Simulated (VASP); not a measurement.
A run of VASP 6.6.1 is set up as follows.

INCAR

```
PREC = Accurate
ENCUT = 520
EDIFF = 1E-6
ISMEAR = 0
SIGMA = 0.1
LREAL = F
LASPH = T
NELM = 80
ALGO = Normal
ISIF = 2
LWAVE = F
LCHARG = T
GGA = PE
LELF = T
LVHAR = T
NBANDS = 42
```

KPOINTS

```
regular mesh
0
Gamma
  4 2 2
```

The input POSCAR:

```
KF
1.0
    1.8686091655     -3.2365260143      0.0000000000
   -5.6058274967     -3.2365260142      0.0000000000
    0.0000000000      0.0000000000     -6.6004920042
K F
4 4
Direct
    0.5000000000      0.5000000000      0.5000000000
    0.0000000000      0.0000000000      0.5000000000
    0.0000000000      1.0000000000      0.0000000000
    0.5000000000      0.5000000000      0.0000000000
    1.0000000000      0.6666666667      0.2500000000
    0.5000000000      0.1666666667      0.2500000000
    0.5000000000      0.8333333333      0.7500000000
    1.0000000000      0.3333333333      0.7500000000
```

Potentials or basis: VASP PAW PBE potentials, release 64 (K_sv, F).

The run is started by

```console
$ cat potpaw_PBE.64/K_sv/POTCAR potpaw_PBE.64/F/POTCAR > POTCAR
$ mpirun -np 1 vasp_std > vasp.out
```

(1) Estimate the pressure.

(2) Estimate the band gap on the k mesh.

Answers

(1) 0.0 GPa.

(2) 5.89 eV.

Caveat: the k points lie up to 0.49 Å⁻¹ apart.
